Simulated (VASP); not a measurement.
The system is SnO2.

```
Sn O
1.0
     1.61709    0.93363    4.80059
    -1.61709    0.93363    4.80059
     0.00000   -1.86726    4.80059
Sn O
1 2
Direct
  0.50000 0.50000 0.50000
  0.76283 0.76283 0.76283
  0.23717 0.23717 0.23717
```

| Property | Result |
| --- | --- |
| Program | VASP 6.6.1 |
| Task | relaxation of cell and atoms |
| Functional | revPBE |
| Potentials or basis | VASP PAW PBE potentials, release 64 (Sn_d, O) |
| Cutoff | 600 eV |
| k mesh | 10 × 10 × 10 |
| Occupations | fermi-dirac, width 0.05 eV |
| Spin | no spin polarisation |

At the start: pressure 2.2 GPa; volume 14.50 Å³/atom.

Question: How do energy, volume and symmetry change on relaxing?

Answer: Over 16 steps the energy falls by 8.2 meV/atom and the volume is 16.65 Å³/atom (+14.8 %); space group R-3m (No. 166, to 0.1 Å) before and after.

The path:
```tsv
step	energy change (eV)	largest force (eV/Å)	pressure (GPa)	volume (Å³)
1	0.0000	0.0377	2.19	43.49
2	0.0004	0.2598	-1.96	44.75
3	-0.0043	0.1111	0.08	44.09
4	-0.0054	0.0832	0.10	44.23
5	-0.0076	0.0003	0.17	44.63
6	-0.0068	0.1679	0.26	45.45
7	-0.0081	0.0725	0.20	44.97
8	-0.0088	0.0693	0.18	45.08
9	-0.0108	0.0613	0.08	45.41
10	-0.0143	0.0465	-0.06	46.08
11	-0.0195	0.0225	-0.22	47.40
12	-0.0243	0.0005	-0.35	50.04
13	-0.0224	0.1018	1.30	49.57
14	-0.0245	0.0253	0.06	49.92
15	-0.0245	0.0126	-0.02	49.95
16	-0.0246	0.0007	0.04	49.94
```

Final structure:
```
Sn O
1.0
     1.62406    0.93765    5.46551
    -1.62406    0.93765    5.46551
     0.00000   -1.87530    5.46551
Sn O
1 2
Direct
  0.50000 0.50000 0.50000
  0.77123 0.77123 0.77123
  0.22877 0.22877 0.22877
```

Caveat: the PAW data sets were made with another functional, which shifts forces and pressure a little.
